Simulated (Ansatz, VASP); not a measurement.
InP2N3: VASP beside Ansatz

```
CELL_PARAMETERS angstrom
3.18819 0.00000 0.00000
-1.59410 2.76105 0.00000
0.00000 0.00000 7.71367
ATOMIC_POSITIONS crystal
In 0.00000 0.00000 0.50000
P 0.33333 0.66667 0.15628
P 0.66667 0.33333 0.84372
N 0.33333 0.66667 0.68920
N 0.00000 0.00000 0.00000
N 0.66667 0.33333 0.31080
```

Change from the starting cell: species swapped into the NaTi2O3 type (P-3m1, No. 164).

Alike in both runs: functional PBE; k mesh 12 × 12 × 6; occupations gaussian, width 0.1 eV; no spin polarisation.

Ansatz relaxed the structure, and its values are those at the end. VASP's run is a single point on that final structure, the one shown.

|  | VASP | Ansatz |
| --- | --- | --- |
| version | VASP 6.6.1 | Ansatz 0.2.0 |
| potentials or method | VASP PAW PBE potentials, release 64 (In_d, P, N), cutoff 520 eV | scalar-relativistic, plane waves, PAW |
| valence electrons in the cell | 38 | 38 |

|  | VASP | Ansatz | Ansatz less VASP |
| --- | --- | --- | --- |
| gap on the k mesh at the Fermi level (eV) | none | none | - |
| pressure (GPa) | -0.1 | 0.0 | +0.10 |
| rms of the force components (eV/Å) | 0.007 | 0.000 | -0.0069 |

A gap of «none» marks a metal or a gap that the smearing closes. The functional is the same, so the differences come from potentials, cutoffs and numerics.
